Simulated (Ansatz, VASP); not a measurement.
**Two plane-wave programs on Cd4InO**

The input INCAR:

```
SYSTEM = Cd4InO
  PREC = Accurate
  ENCUT = 520
  EDIFF = 1E-6
  ISMEAR = 0
  SIGMA = 0.1
  LREAL = .False.
  LASPH = .True.
  NELM = 80
  ALGO = Normal
  ISIF = 2
  LWAVE = .False.
  LCHARG = .True.
  GGA = PE
  LELF = .True.
  LVHAR = .True.
  NBANDS = 42
```

Contents of KPOINTS:

```
regular mesh
0
Gamma
  6 6 2
  0 0 0
```

POSCAR

```
Cd4InO
1.0
    3.1489570000      0.0000000000      0.0000000000
    0.0000000000      3.1489570000      0.0000000000
    0.0000000000      0.0000000000     11.8662504800
Cd In O
4 1 1
Direct
    0.5000000000      0.5000000000      0.3645260000
    0.5000000000      0.5000000000      0.8643389900
    0.5000000000      0.5000000000      0.1356610100
    0.5000000000      0.5000000000      0.6354740000
    0.0000000000      0.0000000000      0.5000000000
    0.0000000000      0.0000000000      0.0000000000
```

Input for Ansatz:

```yaml
crystal:
  lattice:
    - [3.148957, 0.0, 0.0]
    - [0.0, 3.148957, 0.0]
    - [0.0, 0.0, 11.86625048]
  atoms:
    - { symbol: Cd, position: [0.5, 0.5, 0.364526] }
    - { symbol: Cd, position: [0.5, 0.5, 0.86433899] }
    - { symbol: Cd, position: [0.5, 0.5, 0.13566101] }
    - { symbol: Cd, position: [0.5, 0.5, 0.635474] }
    - { symbol: In, position: [0.0, 0.0, 0.5] }
    - { symbol: O, position: [0.0, 0.0, 0.0] }
basis:
  ecutwfc: 420
kpoints:
  mp_grid: { grid: [6, 6, 2] }
hamiltonian:
  xc: pbe
scf:
  occupations: { method: gaussian, width: 0.1 }
  lower_state_search: "off"
output:
  forces: true
  stress: true
  eigenvalues: true
```

Change from the starting cell: species swapped into the MnFeSi4 type (P4/mmm, No. 123).

Alike in both runs: task single point; functional PBE; k mesh 6 × 6 × 2; occupations gaussian, width 0.1 eV; no spin polarisation.

|  | VASP | Ansatz |
| --- | --- | --- |
| version | VASP 6.6.1 | Ansatz 0.2.0 |
| potentials or method | VASP PAW PBE potentials, release 64 (Cd, In_d, O), cutoff 520 eV | scalar-relativistic, plane waves, PAW |
| valence electrons in the cell | 67 | 99 |

VASP gave:

| Property | Result |
| --- | --- |
| gap on the k mesh at the Fermi level (eV) | none |
| pressure (GPa) | 10.2 |
| traceless stress, the component that is largest in VASP (GPa) | 1.10 |
| rms of the force components (eV/Å) | 1.052 |

**Question.** Which values does Ansatz return?

**Answer.** gap on the k mesh at the Fermi level (eV): none; pressure (GPa): 9.7; traceless stress, the component that is largest in VASP (GPa): 0.99; rms of the force components (eV/Å): 1.044.

Atom by atom the forces differ by 0.008 eV/Å (rms over components). A gap of «none» marks a metal or a gap that the smearing closes. VASP's potentials hold 67 valence electrons a cell and Ansatz's 99, so a difference there can come from the potentials and not from the codes.
